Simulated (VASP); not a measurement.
Runs of VASP 6.6.1 on V. The structure is that of space group Fm-3m (No. 225), or close to it. The cells are those of the table. 

| task | spin | cell | k mesh | cutoff (eV) | gap on the mesh (eV) | pressure (GPa) |
| --- | --- | --- | --- | --- | --- | --- |
| single point | off | a = 2.667 Å, angles 60.0°, 1 atom | 8 × 8 × 8 | 520 | none | 0.1 |
| single point | collinear, ferromagnetic start | a = 2.781 Å, angles 60.0°, 1 atom | 8 × 8 × 8 | 520 | none | -18.4 |
| relaxation of cell and atoms | off | relaxed from a = 2.781 Å, angles 60.0°, 1 atom | 8 × 8 × 8 | 600 | none | -0.1 |
| single point | off | a = 2.665 Å, angles 60.0°, 1 atom | 20 × 20 × 20 | 520 | none | (a) |

Alike in all rows: level PBEsol; potentials or basis VASP PAW PBE potentials, release 64 (V_sv); smearing gaussian 0.1 eV.

Q: Fill in the values left out.

A: (a) 0.2.

Caveats: some runs use coarse meshes; the PAW data sets were made with another functional, which shifts forces and pressure a little.

A gap of «none» marks levels without a gap at the run's occupations.
